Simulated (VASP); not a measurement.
Crystal: Cu.

```
Cu
1.0
     0.00000    1.80750    1.80750
     1.80750    0.00000    1.80750
     1.80750    1.80750    0.00000
Cu
1
Direct
  0.00000 0.00000 0.00000
```

```yaml
Program: VASP 6.6.1
Task: relaxation of volume and atoms at fixed shape
Functional: LDA
Potentials_or_basis: VASP PAW LDA potentials, release 64 (Cu)
Cutoff: 600 eV
k_mesh: 11 × 11 × 11
Occupations: fermi-dirac, width 0.05 eV
Spin: no spin polarisation
```

At the start: pressure -12.0 GPa; volume 11.81 Å³/atom.

How do energy, volume and symmetry change on relaxing?

Over 3 steps the energy falls by 35.9 meV/atom and the volume is 10.93 Å³/atom (-7.5 %); space group Fm-3m (No. 225, to 0.05 Å).

The path:
```tsv
step	energy change (eV)	largest force (eV/Å)	pressure (GPa)	volume (Å³)
1	0.0000	0.0000	-11.95	11.81
2	-0.0178	0.0000	11.03	10.37
3	-0.0359	0.0000	-0.08	10.93
```

Final structure:
```cif
data_structure
_symmetry_space_group_name_H-M 'P 1'
_symmetry_Int_Tables_number 1
_cell_length_a 2.4907
_cell_length_b 2.4907
_cell_length_c 2.4907
_cell_angle_alpha 60.000
_cell_angle_beta 60.000
_cell_angle_gamma 60.000
_cell_volume 10.93
loop_
_atom_site_label
_atom_site_type_symbol
_atom_site_fract_x
_atom_site_fract_y
_atom_site_fract_z
_atom_site_occupancy
Cu1 Cu 0.00000 0.00000 0.00000 1
```
